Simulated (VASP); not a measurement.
# PbF2 (I4/mmm) in VASP: single point with PBE

Aim: the single point of PbF2 with PBE.

All numbers are computed with VASP 6.6.1; they aren't measurements. Logs are shortened: lines on timing, memory, paths and dates and some standing lists are left out, and cuts for length are marked.

### Step 1. The cell of the first run

Symmetry: I4/mmm, No. 139, tetragonal system. Conventional cell: a = 4.451 Å, b = 4.451 Å, c = 6.116 Å, α = 90.00°, β = 90.00°, γ = 90.00°. Within 3.6 Å of Pb (site symmetry 4/mmm) lie 8 F at 2.70 Å. Within 3.6 Å of F (site symmetry -4m2) lie 4 Pb at 2.70 Å and 6 F at 3.06 to 3.15 Å.

### Step 2. Single point, PBE (strained)

Contents of INCAR:

```
SYSTEM = PbF2
PREC     = Accurate       ! precision mode
ENCUT    = 520            ! plane-wave cutoff, eV
EDIFF    = 1E-6           ! SCF threshold, eV
ISMEAR   = 0              ! smearing method
SIGMA    = 0.02           ! smearing width, eV
LREAL    = .FALSE.        ! projectors in reciprocal space
LASPH    = .TRUE.         ! aspherical terms in the spheres
NELM     = 100            ! most SCF steps
ALGO     = Normal         ! electronic algorithm
ISIF     = 2              ! what is computed and relaxed
LWAVE    = .FALSE.        ! write WAVECAR
LCHARG   = .FALSE.        ! write CHGCAR
GGA      = PE             ! functional
NBANDS   = 21             ! bands
```

Contents of KPOINTS:

```
regular mesh
0
G
  8 8 8
  0 0 0
```

Contents of POSCAR:

```
PbF2
1.0
    0.0000000000      3.0579060525      3.1470015525
    3.1470015525      0.0000000000      3.1470015525
    3.1470015525      3.0579060525      0.0000000000
Pb F
1 2
Direct
    0.0000000000      0.0000000000      0.0000000000
    0.2500000000      0.2500000000      0.2500000000
    0.7500000000      0.7500000000      0.7500000000
```

Potentials or basis: VASP PAW PBE potentials, release 64 (Pb_d, F).

The run is started by

```console
cat potpaw_PBE.64/Pb_d/POTCAR potpaw_PBE.64/F/POTCAR > POTCAR
mpirun -np 1 vasp_std > vasp.out
```

OUTCAR:

```text
SYSTEM = PbF2
   PREC = Accurate
   ENCUT = 520
   EDIFF = 1E-6
   ISMEAR = 0
   LREAL = .FALSE.
   LASPH = .TRUE.
   NELM = 100
   ISIF = 2
   GGA = PE

 ion  position               nearest neighbor table
   1  0.000  0.000  0.000-   3 2.70   2 2.70   3 2.70   2 2.70   3 2.70   2 2.70   3 2.70   2 2.70

   2  0.250  0.250  0.250-   1 2.70   1 2.70   1 2.70   1 2.70
   3  0.750  0.750  0.750-   1 2.70   1 2.70   1 2.70   1 2.70

  LATTYP: Found a body centered tetragonal cell.
 ALAT       =     4.4505322764
 C/A-ratio  =     1.3741754301

  Lattice vectors:

 A1 = (   0.0000000000,  -3.0579060525,   3.1470015525)
 A2 = (   0.0000000000,  -3.0579060525,  -3.1470015525)
 A3 = (   3.1470015525,   3.0579060525,   0.0000000000)

Analysis of symmetry for initial positions (statically):
=====================================================================
 Subroutine PRICEL returns:
 Original cell was already a primitive cell.

 Routine SETGRP: Setting up the symmetry group for a
 body centered tetragonal supercell.

 Subroutine GETGRP returns: Found 16 space group operations
 (whereof 16 operations were pure point group operations)
 out of a pool of 16 trial point group operations.

The static configuration has the point symmetry D_4h.

Analysis of symmetry for dynamics (positions and initial velocities):
=====================================================================
 Subroutine PRICEL returns:
 Original cell was already a primitive cell.

 Routine SETGRP: Setting up the symmetry group for a
 body centered tetragonal supercell.

 Subroutine GETGRP returns: Found 16 space group operations
 (whereof 16 operations were pure point group operations)
 out of a pool of 16 trial point group operations.

The dynamic configuration has the point symmetry D_4h.

 Subroutine INISYM returns: Found 16 space group operations
 (whereof 16 operations are pure point group operations),
 and found     1 'primitive' translations

----------------------------------------------------------------------------------------

                                     Primitive cell

  volume of cell :      60.5687

  direct lattice vectors                    reciprocal lattice vectors
     0.000000000  3.057906052  3.147001552    -0.158881396  0.163510583  0.158881396
     3.147001552  0.000000000  3.147001552     0.158881396 -0.163510583  0.158881396
     3.147001552  3.057906052  0.000000000     0.158881396  0.163510583 -0.158881396

  length of vectors
     4.387984526  4.450532276  4.387984526     0.277889019  0.277889019  0.277889019

  position of ions in fractional coordinates (direct lattice)
     0.000000000  0.000000000  0.000000000
     0.250000000  0.250000000  0.250000000
     0.750000000  0.750000000  0.750000000

  ion indices of the primitive-cell ions
   primitive index   ion index
                 1           1
                 2           2
                 3           3

----------------------------------------------------------------------------------------

 KPOINTS: regular mesh

Automatic generation of k-mesh.
 Grid dimensions read from file:
 generate k-points for:    8    8    8

 Generating k-lattice:

  Cartesian coordinates                     Fractional coordinates (reciprocal lattice)
    -0.019860175  0.020438823  0.019860175     0.125000000  0.000000000 -0.000000000
     0.019860175 -0.020438823  0.019860175     0.000000000  0.125000000  0.000000000
     0.019860175  0.020438823 -0.019860175    -0.000000000  0.000000000  0.125000000

  Length of vectors
     0.034736127  0.034736127  0.034736127

  Shift w.r.t. Gamma in fractional coordinates (k-lattice)
     0.000000000  0.000000000  0.000000000

 Subroutine IBZKPT returns following result:
 ===========================================

 Found     59 irreducible k-points:

 Following reciprocal coordinates:
            Coordinates               Weight
  0.000000  0.000000  0.000000      1.000000
  0.125000  0.000000 -0.000000      8.000000
  0.250000  0.000000 -0.000000      8.000000
  0.375000  0.000000 -0.000000      8.000000
  0.500000  0.000000 -0.000000      4.000000
  0.125000  0.125000  0.000000      4.000000
[... 16 lines left out ...]
  0.250000  0.000000  0.125000      8.000000
  0.375000  0.000000  0.125000      8.000000
 [... further k-points ...]
   k-points           NKPTS =     59   k-points in BZ     NKDIM =     59   number of bands    NBANDS=     21
   number of dos      NEDOS =    301   number of ions     NIONS =      3
   total plane-waves  NPLWV =  46656
   dimension x,y,z NGX =    36 NGY =   36 NGZ =   36
   dimension x,y,z NGXF=    72 NGYF=   72 NGZF=   72
   ions per type =               1   2
   NGX,Y,Z   is equivalent  to a cutoff of  13.64, 13.45, 13.64 a.u.
   NGXF,Y,Z  is equivalent  to a cutoff of  27.28, 26.90, 27.28 a.u.
 SYSTEM =  PbF2
   PREC   = accura    normal or accurate (medium, high low for compatibility)
   ISTART =      0    job   : 0-new  1-cont  2-samecut
   ICHARG =      2    charge: 1-file 2-atom 10-const
   ISPIN  =      1    spin polarized calculation?
   LNONCOLLINEAR =      F non collinear calculations
   LSORBIT =      F    spin-orbit coupling
   LASPH  =      T    aspherical Exc in radial PAW
   ENCUT  =  520.0 eV  38.22 Ry    6.18 a.u.   8.16  8.28  8.16*2*pi/ulx,y,z
   NELM   =    100;   NELMIN=  2; NELMDL= -5     # of ELM steps
   EDIFF  = 0.1E-05   stopping-criterion for ELM
   LREAL  =      F    real-space projection
   EDIFFG = 0.1E-04   stopping-criterion for IOM
   NSW    =      0    number of steps for IOM
   IBRION =     -1    ionic relax: 0-MD 1-quasi-New 2-CG
   NFREE  =      0    steps in history (QN), initial steepest desc. (CG)
   ISIF   =      2    stress and relaxation
   ISYM   =      2    0-nonsym 1-usesym 2-fastsym
   POTIM  = 0.5000    time-step for ionic-motion
   TEBEG  =    0.0;   TEEND  =   0.0 temperature during run
   PSTRESS=    0.0 pullay stress
   NELECT =      28.0000    total number of electrons
   NUPDOWN=      -1.0000    fix difference up-down
   EMIN   =  10.00;   EMAX   =-10.00  energy-range for DOS
   EFERMI =   0.00;   METHOD = LEGACY
   ISMEAR =     0;   SIGMA  =   0.02  broadening in eV -4-tet -1-fermi 0-gaus
   EFERMI_NEDOS =   21; number of points for ismear=-14 and -15
   IALGO  =     38    algorithm
   IMIX   =      4    mixing-type and parameters
     AMIX     =   0.40;   BMIX     =  1.00
     AMIX_MAG =   1.60;   BMIX_MAG =  1.00
  volume/ion in A,a.u.               =      20.19       136.25
  Fermi-wavevector in a.u.,A,eV,Ry     =   1.265838  2.392087 21.801242  1.602346
  Thomas-Fermi vector in A             =   2.399070
   LORBIT       =      0    0 simple, 1 ext, 2 COOP (PROOUT), +10 PAW based schemes
   GGA     = PE    functional components
   LHFCALC =     F    Hartree Fock is set to
   AEXX    =    0.0000 exact exchange contribution
   IVDW    =     0    specifies the selected vdW correction
   LEPSILON=     F    determine dielectric tensor
   LRPA    =     F    only Hartree local field effects (RPA)
 non-spin polarized calculation
 Gauss-broadening in eV      SIGMA  =   0.02
  energy-cutoff  :      520.00
  volume of cell :       60.57
 maximum number of plane-waves:      1655
 NGX is ok and might be reduce to    36
   NGX = 17   NGY = 17   NGZ = 17

 number of electron      28.0000015 magnetization

 Free energy of the ion-electron system (eV)
  ---------------------------------------------------
  ext. energy  EPLUGINS =         0.00000000
  ---------------------------------------------------
  free energy    TOTEN  =       -14.21588036 eV

  energy without entropy =      -14.21588036  energy(sigma->0) =      -14.21588036

 E-fermi :   0.3774     XC(G=0):  -8.6770

 val. band max:        0.2924200071   @ k =   0.5000   0.0000  -0.0000
 cond. band min:       4.5575722861   @ k =   0.5000   0.0000   0.5000
 fundamental gap:      4.2651522789
 Fermi energy:         0.3774098750

 k-point     1 :       0.0000    0.0000    0.0000
  band No.  band energies     occupation
      1     -19.7950      2.00000
      2     -19.3964      2.00000
      3     -14.1843      2.00000
      4     -14.1843      2.00000
      5     -14.1735      2.00000
      6     -14.1681      2.00000
[... 13 lines left out ...]
     20      15.2483      0.00000
     21      16.5675      0.00000

 k-point     2 :       0.1250    0.0000   -0.0000
  band No.  band energies     occupation
      1     -19.7761      2.00000
      2     -19.4136      2.00000
      3     -14.1813      2.00000
      4     -14.1765      2.00000
      5     -14.1722      2.00000
      6     -14.1627      2.00000
[... 13 lines left out ...]
     20      14.7918      0.00000
     21      16.2921      0.00000

 k-point     3 :       0.2500    0.0000   -0.0000
  band No.  band energies     occupation
      1     -19.7258      2.00000
      2     -19.4584      2.00000
      3     -14.1787      2.00000
      4     -14.1780      2.00000
      5     -14.1596      2.00000
      6     -14.1574      2.00000
[... 13 lines left out ...]
     20      14.1959      0.00000
     21      15.1978      0.00000

 k-point     4 :       0.3750    0.0000   -0.0000
  band No.  band energies     occupation
      1     -19.6603      2.00000
      2     -19.5176      2.00000
      3     -14.1820      2.00000
      4     -14.1789      2.00000
      5     -14.1485      2.00000
      6     -14.1479      2.00000
[... 13 lines left out ...]
     20      13.8364      0.00000
     21      14.1396      0.00000

 k-point     5 :       0.5000    0.0000   -0.0000
  band No.  band energies     occupation
      1     -19.6087      2.00000
      2     -19.5662      2.00000
      3     -14.1834      2.00000
      4     -14.1798      2.00000
      5     -14.1440      2.00000
      6     -14.1435      2.00000
[... 13 lines left out ...]
     20      13.5639      0.00000
     21      13.7569      0.00000
[... 382 lines left out ...]
     20      16.7535      0.00000
     21      16.9320      0.00000

 k-point    22 :       0.1250    0.0000    0.1250
  band No.  band energies     occupation
      1     -19.7678      2.00000
      2     -19.4212      2.00000
      3     -14.1779      2.00000
      4     -14.1779      2.00000
      5     -14.1759      2.00000
      6     -14.1610      2.00000
[... 13 lines left out ...]
     20      14.8976      0.00000
     21      16.4094      0.00000

 k-point    23 :       0.2500    0.0000    0.1250
  band No.  band energies     occupation
      1     -19.7268      2.00000
      2     -19.4579      2.00000
      3     -14.1794      2.00000
      4     -14.1729      2.00000
      5     -14.1657      2.00000
      6     -14.1563      2.00000
[... 13 lines left out ...]
     20      14.6476      0.00000
     21      15.8861      0.00000

 k-point    24 :       0.3750    0.0000    0.1250
  band No.  band energies     occupation
      1     -19.6673      2.00000
      2     -19.5108      2.00000
      3     -14.1820      2.00000
      4     -14.1732      2.00000
      5     -14.1500      2.00000
      6     -14.1474      2.00000
[... 13 lines left out ...]
     20      14.2956      0.00000
     21      15.2430      0.00000

 [... further k-points ...]
[... 5 lines left out ...]
  --------------------------------------------------------------------------------------
  -------------------------------------------------------------------------------------
  Total       -2.4646085     -1.8775981     -2.4646085     -0.0000000     -0.0000000      0.0000000
  in kB      -65.1944288    -49.6666851    -65.1944288     -0.0000000     -0.0000000      0.0000000
  external PRESSURE =     -60.0185142 kB  Pullay stress =       0.0000000 kB

 VOLUME and BASIS-vectors are now :
 -----------------------------------------------------------------------------
  energy-cutoff  :      520.00
  volume of cell :       60.57
      direct lattice vectors                 reciprocal lattice vectors
     0.000000000  3.057906052  3.147001552    -0.158881396  0.163510583  0.158881396
     3.147001552  0.000000000  3.147001552     0.158881396 -0.163510583  0.158881396
     3.147001552  3.057906052  0.000000000     0.158881396  0.163510583 -0.158881396

 POSITION                                       TOTAL-FORCE (eV/Angst)
 -----------------------------------------------------------------------------------
      0.00000      0.00000      0.00000        -0.000000      0.000000     -0.000000
      1.57350      1.52895      1.57350        -0.000000     -0.000000     -0.000000
      4.72050      4.58686      4.72050         0.000000      0.000000      0.000000
 -----------------------------------------------------------------------------------
    total drift:                                0.000000      0.000000      0.000000

  FREE ENERGIE OF THE ION-ELECTRON SYSTEM (eV)
  ---------------------------------------------------
  free  energy   TOTEN  =       -14.2158803620 eV

  energy  without entropy=      -14.2158803620  energy(sigma->0) =      -14.21588036
```

It took 84 s on 1 thread of AMD EPYC 7R13 (Zen 3), shared host; peak memory 0.21 GiB.

What came out:

| Property | Result |
| --- | --- |
| Free energy | -14.2159 eV |
| Pressure | -6.0 GPa |
| Band gap on the k mesh | 4.27 eV, indirect (least direct gap 4.48 eV) |

Stress tensor (GPa, compression positive):
```
-6.52  0.00  0.00
 0.00 -4.97  0.00
 0.00  0.00 -6.52
```

Caveat: the cell differs from its parent crystal (strained); spin-orbit coupling is left out, which moves the levels of the heavy elements. A k mesh can miss the band edges.
